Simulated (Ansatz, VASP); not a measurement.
**Si in VASP and in Ansatz**

```
Si
1.0
     3.83132    0.00000    0.00000
    -1.91566    3.31802    0.00000
     0.00000    0.00000    6.33262
Si
4
Cartesian
  0.0000 2.8120 0.9990
  1.9157 1.1060 3.5653
  0.0000 2.2120 2.7673
  1.9157 1.1060 5.9336
```

Alike in both runs: task single point; functional PBE; k mesh 12 × 12 × 6; occupations gaussian, width 0.05 eV; no spin polarisation.

```csv
,VASP,Ansatz
version,VASP 6.6.1,Ansatz 0.2.0
potentials or method,"VASP PAW PBE potentials, release 64 (Si), cutoff 520 eV","scalar-relativistic, plane waves, PAW"
valence electrons in the cell,16,16
```

Ansatz gave:

- gap on the k mesh at the Fermi level (eV): none
- pressure (GPa): 13.0
- traceless stress, the component that is largest in VASP (GPa): 21.85
- rms of the force components (eV/Å): 4.368

Q: What did VASP give for the same quantities?

A: gap on the k mesh at the Fermi level (eV): none; pressure (GPa): 12.9; traceless stress, the component that is largest in VASP (GPa): 21.68; rms of the force components (eV/Å): 4.339.

Atom by atom the forces differ by 0.029 eV/Å (rms over components). A gap of «none» marks a metal or a gap that the smearing closes.
